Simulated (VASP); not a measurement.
Wanted: the native input for a VASP 6.6.1 run.

* Task: relaxation of cell and atoms
* Functional: PBE
* Dispersion: D4
* Potentials or basis: VASP PAW PBE potentials, release 64 (Fe)
* Cutoff: 600 eV
* k mesh: 13 × 13 × 13
* Occupations: fermi-dirac, width 0.05 eV
* Spin: collinear spin, ferromagnetic start
* Starting moments: [3.0] μB
* Dipole correction: no
* Further INCAR settings: ALGO = Normal; EDIFF = 1e-06; IBRION = 2; EDIFFG = -0.02; NSW = 80; ISIF = 3

The structure of Fe lies in POSCAR:

```
Fe
1.0
   -1.4430000000      1.4430000000      1.4430000000
    1.4430000000     -1.4430000000      1.4430000000
    1.4430000000      1.4430000000     -1.4430000000
Fe
1
Direct
    0.0000000000      0.0000000000      0.0000000000
```

The input as run:

INCAR

```
ALGO     = Normal         # electronic algorithm
EDIFF    = 1E-6           # SCF threshold, eV
EDIFFG   = -0.02          # ionic threshold
ENCUT    = 600            # plane-wave cutoff, eV
GGA      = PE             # functional
IBRION   = 2              # ionic algorithm
ISIF     = 3              # what is computed and relaxed
ISMEAR   = -1             # smearing method
ISPIN    = 2              # spin polarisation
IVDW     = 13             # dispersion correction
LASPH    = True           # aspherical terms in the spheres
LCHARG   = False          # write CHGCAR
LMAXMIX  = 4              # l up to which the mixer works
LORBIT   = 11             # projections on sites
LREAL    = False          # projectors in reciprocal space
LWAVE    = False          # write WAVECAR
MAGMOM   = 3              # initial moments
NELM     = 150            # most SCF steps
NSW      = 80             # ionic steps
PREC     = Accurate       # precision mode
SIGMA    = 0.05           # smearing width, eV
```

KPOINTS

```
k-points
0
Gamma
  13 13 13
```

Potentials or basis: VASP PAW PBE potentials, release 64 (Fe).

Command:

```console
$ cat potpaw_PBE.64/Fe/POTCAR > POTCAR
$ mpirun -np 1 vasp_std > vasp.out
```

Results of the run:

The relaxed volume is 11.03 Å³/atom and the relaxed cell is a = 2.429 Å, b = 2.429 Å, c = 2.429 Å, α = 109.47°, β = 109.47°, γ = 109.47°. The space group after relaxing (to 0.05 Å) is Im-3m (No. 229) and the energy gained by relaxing is 48.1 meV/atom. The ionic steps are 3. The pressure after relaxing is 0.1 GPa. The net moment is 2.10 μB per cell, the site moments are Fe +2.09 μB and the valence electrons inside the program's atomic spheres are Fe 7.33. The dispersion energy per atom is -0.363 eV.

Caveat: pairwise dispersion overbinds metals, which lowers pressure and volume.

It took 86 s on 1 thread of Intel(R) Xeon(R) Platinum 8259CL CPU @ 2.50GHz (Skylake/Cascade Lake) (shared host), peak memory 0.15 GiB.
